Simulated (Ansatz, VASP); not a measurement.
**Al2Pt: VASP beside Ansatz**

INCAR

```
SYSTEM = Al2Pt
ALGO = Normal ; EDIFF = 1E-6
ENCUT = 500 ; GGA = PE
GGA_COMPAT = .FALSE. ; ISIF = 2
ISMEAR = 0 ; LASPH = .TRUE.
LCHARG = .FALSE. ; LREAL = .FALSE.
LWAVE = .FALSE. ; NBANDS = 15
NELM = 120 ; PREC = Accurate
SIGMA = 0.1
```

Contents of KPOINTS:

```
k-points
0
G
  6 6 6
  0 0 0
```

The input POSCAR:

```
Al2Pt
1.0
    0.0000000000      2.9549999200      2.9549999200
    2.9549999200      0.0000000000      2.9549999200
    2.9549999200      2.9549999200      0.0000000000
Al Pt
2 1
Direct
    0.2500000000      0.2500000000      0.2500000000
    0.7500000000      0.7500000000      0.7500000000
    0.0000000000      0.0000000000      0.0000000000
```

Input for Ansatz:

```yaml
crystal:
  lattice:
    - [0.0, 2.95499992, 2.95499992]
    - [2.95499992, 0.0, 2.95499992]
    - [2.95499992, 2.95499992, 0.0]
  atoms:
    - { symbol: Al, position: [0.25, 0.25, 0.25] }
    - { symbol: Al, position: [0.75, 0.75, 0.75] }
    - { symbol: Pt, position: [0.0, 0.0, 0.0] }
basis:
  ecutwfc: 420
kpoints:
  mp_grid: { grid: [6, 6, 6] }
hamiltonian:
  xc: pbe
scf:
  occupations: { method: gaussian, width: 0.1 }
  lower_state_search: "off"
output:
  forces: true
  stress: true
  eigenvalues: true
```

Alike in both runs: task single point; functional PBE; k mesh 6 × 6 × 6; occupations gaussian, width 0.1 eV; no spin polarisation.

```csv
,VASP,Ansatz
version,VASP 6.6.1,Ansatz 0.2.0
potentials or method,"VASP PAW PBE potentials, release 64 (Al, Pt), cutoff 500 eV","scalar-relativistic, plane waves, PAW"
valence electrons in the cell,16,24
```

```csv
,VASP,Ansatz,Ansatz less VASP
gap on the k mesh at the Fermi level (eV),none,none,-
pressure (GPa),2.2,2.4,+0.16
```

A gap of «none» marks a metal or a gap that the smearing closes. The functional is the same, so the differences come from potentials, cutoffs and numerics. VASP's potentials hold 16 valence electrons a cell and Ansatz's 24, so a difference there can come from the potentials and not from the codes.

Spin-orbit coupling is off throughout.
